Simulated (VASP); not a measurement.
Write the native input for VASP 6.6.1 that does the following.

* Task: single point
* Functional: PBEsol
* Potentials or basis: VASP PAW PBE potentials, release 64 (Re)
* Cutoff: 520 eV
* k mesh: 15 × 15 × 15
* Occupations: fermi-dirac, width 0.05 eV
* Spin: no spin polarisation
* Dipole correction: no
* Further INCAR settings: ALGO = Normal; EDIFF = 1e-06; NBANDS = 18

The structure of Re lies in POSCAR:

```
Re
1.0
    1.3839231524      0.7990084046      6.5646359267
   -1.3839231524      0.7990084046      6.5646359267
    0.0000000000     -1.5980168092      6.5646359267
Re
3
Direct
    0.0000000000      0.0000000000      0.0000000000
    0.2221738800      0.2221738800      0.2221738800
    0.7778261200      0.7778261200      0.7778261200
```

This cell differs from its parent crystal: zz strain of -2 %.

These files were run (other wordings do the same):

INCAR

```
SYSTEM = Re
PREC = Accurate
ENCUT = 520
EDIFF = 1E-6
ISMEAR = -1
SIGMA = 0.05
LREAL = .FALSE.
LASPH = .TRUE.
NELM = 100
ALGO = Normal
ISIF = 2
LWAVE = .FALSE.
LCHARG = .FALSE.
GGA = PS
NBANDS = 18
```

KPOINTS

```
Automatic mesh
0
G
  15 15 15
  0 0 0
```

Potentials or basis: VASP PAW PBE potentials, release 64 (Re).

Command:

```console
$ cat potpaw_PBE.64/Re/POTCAR > POTCAR
$ mpirun -np 1 vasp_std > vasp.out
```

Results of the run:

```yaml
Pressure: 1.4 GPa
Largest_force: 0.020 eV/Å
Band_gap_on_the_k_mesh: zero (an odd number of electrons rules out a gap without spin polarisation)
```

Caveat: the cell differs from its parent crystal (zz strain of -2 %); the stress differs along the axes, from -1 to 7 GPa; the PAW data sets were made with another functional, which shifts forces and pressure a little; spin-orbit coupling is left out, which moves the levels of the heavy elements.

It took 18 min on 1 thread of Intel(R) Xeon(R) Platinum 8124M CPU @ 3.00GHz (Skylake/Cascade Lake), with other jobs on the host, peak memory 0.5 GiB.
